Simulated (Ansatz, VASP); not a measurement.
## One calculation of Y, two programs

Contents of INCAR:

```
ALGO = Normal
EDIFF = 1E-6
ENCUT = 520
GGA = PS
ISIF = 2
ISMEAR = -1
LASPH = T
LCHARG = F
LREAL = F
LWAVE = F
NBANDS = 18
NELM = 100
PREC = Accurate
SIGMA = 0.08
```

File KPOINTS:

```
k-points
0
Gamma
  10 10 10
```

The input POSCAR:

```
Y
1.0
    0.0000000000      3.1416281190      3.1416281190
    3.1416281190      0.0000000000      3.1416281190
    3.1416281190      3.1416281190      0.0000000000
Y
2
Direct
   -0.1250000000     -0.1250000000     -0.1250000000
    0.1250000000      0.1250000000      0.1250000000
```

Input for Ansatz:

```yaml
crystal:
  lattice:
    - [0.0, 3.141628119, 3.141628119]
    - [3.141628119, 0.0, 3.141628119]
    - [3.141628119, 3.141628119, 0.0]
  atoms:
    - { symbol: "Y", position: [-0.125, -0.125, -0.125] }
    - { symbol: "Y", position: [0.125, 0.125, 0.125] }
kpoints:
  mp_grid: { grid: [10, 10, 10] }
scf:
  occupations: { method: fermi_dirac, width: 0.08 }
hamiltonian:
  xc: pbesol
  pseudopotentials: { kind: all_electron, lapw: { basis_error: 0.001 } }
output:
  forces: true
  stress: true
  eigenvalues: true
  populations: true
```

Change from the starting cell: volume scaled by 0.78, LAPW.

Alike in both runs: task single point; functional PBEsol; k mesh 10 × 10 × 10; occupations fermi-dirac, width 0.08 eV; no spin polarisation.

```csv
,VASP,Ansatz
version,VASP 6.6.1,Ansatz 0.2.0
potentials or method,"VASP PAW PBE potentials, release 64 (Y_sv), cutoff 520 eV","all-electron LAPW, scalar-relativistic"
```

Ansatz gave:

```
pressure (GPa) : 3.0
```

Question: Which values does VASP return?

Answer: Pressure (GPa): 3.1.

VASP's potentials were made for PBE, not for PBEsol. Ansatz ran all-electron here, and VASP with PAW potentials.
